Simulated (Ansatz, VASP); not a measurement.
Pt: VASP beside Ansatz

```
CELL_PARAMETERS angstrom
0.00000 1.98506 1.98506
1.98506 0.00000 1.98506
1.98506 1.98506 0.00000
ATOMIC_POSITIONS crystal
Pt 0.00000 0.00000 0.00000
```

Alike in both runs: functional PBE; k mesh 18 × 18 × 18; occupations gaussian, width 0.1 eV; no spin polarisation.

Ansatz relaxed the structure, and its values are those at the end. VASP's run is a single point on that final structure, the one shown.

```csv
,VASP,Ansatz
version,VASP 6.6.1,Ansatz 0.2.0
potentials or method,"VASP PAW PBE potentials, release 64 (Pt), cutoff 520 eV","scalar-relativistic, plane waves, PAW"
valence electrons in the cell,10,18
```

```tsv
	VASP	Ansatz	Ansatz less VASP
gap on the k mesh at the Fermi level (eV)	none	none	-
pressure (GPa)	-0.5	0.0	+0.48
```

A gap of «none» marks a metal or a gap that the smearing closes. VASP's potentials hold 10 valence electrons a cell and Ansatz's 18, so a difference there can come from the potentials and not from the codes.

Neither program's run includes spin-orbit coupling.
